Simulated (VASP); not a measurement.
# Al3Ga3As5P (P1) in VASP: a series of runs

Runs on Al3Ga3As5P. Level: PBE. Tasks: single point.

Program: VASP 6.6.1. These are calculated values, not measurements. Logs are shortened: lines on timing, memory, paths and dates and some standing lists are left out, and cuts for length are marked.

**1. The cell of the first run**

The typed cell holds 24 atoms: a = 8.010 Å, b = 8.006 Å, c = 9.888 Å, α = 90.44°, β = 89.56°, γ = 119.06°.

**2. Single point, PBE**

INCAR

```
ALGO = Normal
EDIFF = 1E-6
ENCUT = 520
GGA = PE
ISIF = 2
ISMEAR = 0
ISYM = 0
LASPH = True
LCHARG = False
LREAL = Auto
LWAVE = False
NBANDS = 96
NELM = 80
PREC = Accurate
SIGMA = 0.1
```

KPOINTS

```
Automatic mesh
0
Gamma
  2 2 2
  0.5 0.5 0.5
```

POSCAR

```
Al3Ga3As5P
1.0
   -5.7085535836     -5.6183378684      0.0362723420
   -0.0347573189      5.6168228452      5.7055588235
   -5.7267611079      5.6728177347     -5.7267963941
Al P Ga As
6 2 6 10
Direct
    0.5009118662     -0.0004893887      1.0011189810
    0.3329355590      0.1653773790      0.6681455496
   -0.0035393852      0.5031026741     -0.0019710992
    0.8345699610      0.6670321931      0.6761952036
    0.6762508827      0.8367478063      0.3324160877
    0.1633980215      0.8365736208      0.3324177587
    0.8338764414      0.6677662764      0.9188317292
    0.9995658155      0.9980065889      0.2486953229
    0.9969103622      0.9933742593      1.0046312687
    0.8339628007      0.1657314154      0.6672024553
    0.6662029439      0.3340337194      0.3345924212
    0.1624257971      0.3259894447      0.3282771986
    0.5062862311      0.5030237785     -0.0025402646
    0.3339983669      0.6672049020      0.6630540004
    0.3320968044      0.1653393003      0.9180171588
    0.8335346428      0.1670415693      0.9184349680
    0.6664283007      0.3360300776      0.5867469237
    0.1665499417      0.3316664254      0.5800799238
    0.5002342967      0.5022851408      0.2484273090
   -0.0013375655      0.5020959504      0.2482345942
    0.3318555001      0.6675357730      0.9148873015
    0.6700736203      0.8322457800      0.5828980678
    0.1627286726      0.8342023403      0.5829896007
    0.4999497030      0.9987366650      0.2518703373
```

Potentials or basis: VASP PAW PBE potentials, release 64 (Al, P, Ga_d, As).

Started as:

```
$ cat potpaw_PBE.64/Al/POTCAR potpaw_PBE.64/P/POTCAR potpaw_PBE.64/Ga_d/POTCAR potpaw_PBE.64/As/POTCAR > POTCAR
$ mpirun -np 1 vasp_std > vasp.out
```

OUTCAR:

```text
EDIFF = 1E-6
   ENCUT = 520
   GGA = PE
   ISIF = 2
   ISMEAR = 0
   ISYM = 0
   LASPH = True
   LREAL = Auto
   NELM = 80
   PREC = Accurate

 ion  position               nearest neighbor table
   1  0.501  1.000  0.001-  15 2.46  16 2.47  21 2.47  24 2.48
   2  0.333  0.165  0.668-  18 2.46  23 2.46  17 2.47  15 2.47
   3  0.996  0.503  0.998-   7 2.40  20 2.47  16 2.48  21 2.48
   4  0.835  0.667  0.676-   7 2.40  22 2.46  23 2.47  17 2.48
   5  0.676  0.837  0.332-   8 2.41  24 2.47  22 2.48  19 2.48
   6  0.163  0.837  0.332-   8 2.40  23 2.48  20 2.48  24 2.48
[... 16 lines left out ...]
  23  0.163  0.834  0.583-   2 2.46  14 2.47   4 2.47   6 2.48
  24  0.500  0.999  0.252-   5 2.47   1 2.48  11 2.48   6 2.48

IMPORTANT INFORMATION: All symmetrisations will be switched off!
NOSYMM: (Re-)initialisation of all symmetry stuff for point group C_1.

----------------------------------------------------------------------------------------

                                     Primitive cell

  volume of cell :     554.2436

  direct lattice vectors                    reciprocal lattice vectors
    -5.708553584 -5.618337868  0.036272342    -0.116434346 -0.059312219  0.057680465
    -0.034757319  5.616822845  5.705558823    -0.057680970  0.059359178  0.116480295
    -5.726761108  5.672817735 -5.726796394    -0.058204533  0.058763376 -0.058204028

  length of vectors
     8.009657927  8.006454174  9.888015513     0.142835333  0.142892496  0.101136596

  position of ions in fractional coordinates (direct lattice)
     0.500911866  0.999510611  0.001118981
     0.332935559  0.165377379  0.668145550
     0.996460615  0.503102674  0.998028901
     0.834569961  0.667032193  0.676195204
     0.676250883  0.836747806  0.332416088
     0.163398022  0.836573621  0.332417759
[... 16 lines left out ...]
     0.162728673  0.834202340  0.582989601
     0.499949703  0.998736665  0.251870337

  ion indices of the primitive-cell ions
   primitive index   ion index
                 1           1
                 2           2
                 3           3
                 4           4
                 5           5
                 6           6
[... 16 lines left out ...]
                23          23
                24          24

----------------------------------------------------------------------------------------

 KPOINTS: Automatic mesh

Automatic generation of k-mesh.
 Grid dimensions read from file:
 generate k-points for:    2    2    2

 Generating k-lattice:

  Cartesian coordinates                     Fractional coordinates (reciprocal lattice)
    -0.058217173 -0.029656110  0.028840232     0.500000000  0.000000000  0.000000000
    -0.028840485  0.029679589  0.058240148    -0.000000000  0.500000000 -0.000000000
    -0.029102267  0.029381688 -0.029102014    -0.000000000  0.000000000  0.500000000

  Length of vectors
     0.071417667  0.071446248  0.050568298

  Shift w.r.t. Gamma in fractional coordinates (k-lattice)
     0.500000000  0.500000000  0.500000000

 Subroutine IBZKPT returns following result:
 ===========================================

 Found      4 irreducible k-points:

 Following reciprocal coordinates:
            Coordinates               Weight
  0.250000  0.250000  0.250000      2.000000
 -0.250000  0.250000  0.250000      2.000000
  0.250000 -0.250000  0.250000      2.000000
 -0.250000 -0.250000  0.250000      2.000000
   k-points           NKPTS =      4   k-points in BZ     NKDIM =      4   number of bands    NBANDS=     96
   number of dos      NEDOS =    301   number of ions     NIONS =     24
   total plane-waves  NPLWV = 288000
   dimension x,y,z NGX =    60 NGY =   60 NGZ =   80
   dimension x,y,z NGXF=   120 NGYF=  120 NGZF=  160
   ions per type =               6   2   6  10
   NGX,Y,Z   is equivalent  to a cutoff of  12.45, 12.46, 13.45 a.u.
   NGXF,Y,Z  is equivalent  to a cutoff of  24.91, 24.92, 26.90 a.u.
 SYSTEM =  unknown system
   PREC   = accura    normal or accurate (medium, high low for compatibility)
   ISTART =      0    job   : 0-new  1-cont  2-samecut
   ICHARG =      2    charge: 1-file 2-atom 10-const
   ISPIN  =      1    spin polarized calculation?
   LNONCOLLINEAR =      F non collinear calculations
   LSORBIT =      F    spin-orbit coupling
   LASPH  =      T    aspherical Exc in radial PAW
   ENCUT  =  520.0 eV  38.22 Ry    6.18 a.u.  14.89 14.89 18.39*2*pi/ulx,y,z
   NELM   =     80;   NELMIN=  2; NELMDL= -5     # of ELM steps
   EDIFF  = 0.1E-05   stopping-criterion for ELM
   LREAL  =      T    real-space projection
   EDIFFG = 0.1E-04   stopping-criterion for IOM
   NSW    =      0    number of steps for IOM
   IBRION =     -1    ionic relax: 0-MD 1-quasi-New 2-CG
   NFREE  =      0    steps in history (QN), initial steepest desc. (CG)
   ISIF   =      2    stress and relaxation
   ISYM   =      0    0-nonsym 1-usesym 2-fastsym
   POTIM  = 0.5000    time-step for ionic-motion
   TEBEG  =    0.0;   TEEND  =   0.0 temperature during run
   PSTRESS=    0.0 pullay stress
   NELECT =     156.0000    total number of electrons
   NUPDOWN=      -1.0000    fix difference up-down
   EMIN   =  10.00;   EMAX   =-10.00  energy-range for DOS
   EFERMI =   0.00;   METHOD = LEGACY
   ISMEAR =     0;   SIGMA  =   0.10  broadening in eV -4-tet -1-fermi 0-gaus
   EFERMI_NEDOS =   21; number of points for ismear=-14 and -15
   IALGO  =     38    algorithm
   IMIX   =      4    mixing-type and parameters
     AMIX     =   0.40;   BMIX     =  1.00
     AMIX_MAG =   1.60;   BMIX_MAG =  1.00
  volume/ion in A,a.u.               =      23.09       155.84
  Fermi-wavevector in a.u.,A,eV,Ry     =   1.072876  2.027441 15.661156  1.151063
  Thomas-Fermi vector in A             =   2.208659
   LORBIT       =      0    0 simple, 1 ext, 2 COOP (PROOUT), +10 PAW based schemes
   GGA     = PE    functional components
   LHFCALC =     F    Hartree Fock is set to
   AEXX    =    0.0000 exact exchange contribution
   IVDW    =     0    specifies the selected vdW correction
   LEPSILON=     F    determine dielectric tensor
   LRPA    =     F    only Hartree local field effects (RPA)
 non-spin polarized calculation
 Gauss-broadening in eV      SIGMA  =   0.10
  energy-cutoff  :      520.00
  volume of cell :      554.24
 maximum number of plane-waves:     14939
   NGX = 29   NGY = 29   NGZ = 37

 number of electron     155.9999996 magnetization

 Free energy of the ion-electron system (eV)
  ---------------------------------------------------
  ext. energy  EPLUGINS =         0.00000000
  ---------------------------------------------------
  free energy    TOTEN  =      -107.94301517 eV

  energy without entropy =     -107.94301517  energy(sigma->0) =     -107.94301517

 E-fermi :   3.9458     XC(G=0):  -9.1954

 val. band max:        3.4844356292   @ k =   0.2500  -0.2500   0.2500
 cond. band min:       5.2169675767   @ k =  -0.2500   0.2500   0.2500
 fundamental gap:      1.7325319475
 Fermi energy:         3.9457984433

 k-point     1 :       0.2500    0.2500    0.2500
  band No.  band energies     occupation
      1     -10.9137      2.00000
      2     -10.9055      2.00000
      3     -10.9040      2.00000
      4     -10.8952      2.00000
      5     -10.8893      2.00000
      6     -10.8634      2.00000
[... 82 lines left out ...]
     89       7.2522      0.00000
     90       7.3201      0.00000

 k-point     2 :      -0.2500    0.2500    0.2500
  band No.  band energies     occupation
      1     -10.9136      2.00000
      2     -10.9087      2.00000
      3     -10.9054      2.00000
      4     -10.8969      2.00000
      5     -10.8895      2.00000
      6     -10.8641      2.00000
[... 82 lines left out ...]
     89       6.6190      0.00000
     90       6.7310      0.00000

 k-point     3 :       0.2500   -0.2500    0.2500
  band No.  band energies     occupation
      1     -10.9135      2.00000
      2     -10.9086      2.00000
      3     -10.9052      2.00000
      4     -10.8971      2.00000
      5     -10.8897      2.00000
      6     -10.8641      2.00000
[... 82 lines left out ...]
     89       6.6022      0.00000
     90       6.9180      0.00000

 k-point     4 :      -0.2500   -0.2500    0.2500
  band No.  band energies     occupation
      1     -10.9138      2.00000
      2     -10.9056      2.00000
      3     -10.9038      2.00000
      4     -10.8951      2.00000
      5     -10.8892      2.00000
      6     -10.8638      2.00000
[... 82 lines left out ...]
     89       7.1947      0.00000
     90       7.2938      0.00000
 [bands above 90 left out]

------------------------ aborting loop because EDIFF is reached ----------------------------------------

  FORCE on cell =-STRESS in cart. coord.  units (eV):
  Direction    XX          YY          ZZ          XY          YZ          ZX
  --------------------------------------------------------------------------------------
  -------------------------------------------------------------------------------------
  Total        0.4689973      0.4509506      0.4825579      0.0258055      0.0581688      0.0816962
  in kB        1.3557518      1.3035834      1.3949522      0.0745971      0.1681511      0.2361629
  external PRESSURE =       1.3514291 kB  Pullay stress =       0.0000000 kB

 VOLUME and BASIS-vectors are now :
 -----------------------------------------------------------------------------
  energy-cutoff  :      520.00
  volume of cell :      554.24
      direct lattice vectors                 reciprocal lattice vectors
    -5.708553584 -5.618337868  0.036272342    -0.116434346 -0.059312219  0.057680465
    -0.034757319  5.616822845  5.705558823    -0.057680970  0.059359178  0.116480295
    -5.726761108  5.672817735 -5.726796394    -0.058204533  0.058763376 -0.058204028

 POSITION                                       TOTAL-FORCE (eV/Angst)
 -----------------------------------------------------------------------------------
     -2.90063      2.80613      5.71453        -0.004118      0.004730     -0.007546
     -5.73264      2.84862     -2.87069         0.002227     -0.004142     -0.001354
    -11.42131      2.88902     -2.80888         0.012574      0.016981      0.011561
     -8.65978      2.89364     -0.03637        -0.008794      0.005878     -0.013897
     -5.79317      2.78619      2.89496        -0.003764     -0.019802      0.014695
     -2.86552      5.66661      2.87536         0.024595      0.015362      0.014971
[... 16 lines left out ...]
     -4.29658      7.07850      1.42683        -0.002599      0.001899      0.000646
     -4.33110      4.22966      4.27407         0.004808     -0.006971      0.005838
 -----------------------------------------------------------------------------------
    total drift:                                0.010444     -0.008372      0.009193

  FREE ENERGIE OF THE ION-ELECTRON SYSTEM (eV)
  ---------------------------------------------------
  free  energy   TOTEN  =      -107.9430151703 eV

  energy  without entropy=     -107.9430151703  energy(sigma->0) =     -107.94301517
```

Run time: 5.5 min. Hardware: 1 thread of Oxide Virtual Turin-like, shared host; peak memory 0.64 GiB.

What came out:

```
Free energy            : -107.9430 eV
Pressure               : 0.1 GPa
Largest force          : 0.033 eV/Å
Band gap on the k mesh : 1.73 eV, indirect (least direct gap 1.91 eV)
```

Forces in eV/Å, atoms in the order of the input:
```
Al  -0.004  0.005 -0.008
Al   0.002 -0.004 -0.001
Al   0.013  0.017  0.012
Al  -0.009  0.006 -0.014
Al  -0.004 -0.020  0.015
Al   0.025  0.015  0.015
P   -0.005  0.000  0.011
P   -0.012  0.017 -0.005
Ga   0.003 -0.005 -0.021
Ga   0.004 -0.004  0.002
Ga  -0.001 -0.001 -0.003
Ga   0.015 -0.010 -0.011
Ga  -0.009 -0.007  0.008
Ga   0.007 -0.002  0.001
As   0.005 -0.006  0.003
As  -0.002  0.001  0.000
As  -0.005  0.001 -0.002
As   0.000  0.002 -0.006
As  -0.012  0.006 -0.002
As  -0.010 -0.010 -0.002
As  -0.003 -0.007 -0.005
As   0.002  0.010  0.007
As  -0.003  0.002  0.001
As   0.005 -0.007  0.006
```

A k mesh can miss the band edges. Expect the measured gap to be larger: semilocal functionals such as PBE lack the derivative discontinuity.

[end of part 1 of 2]
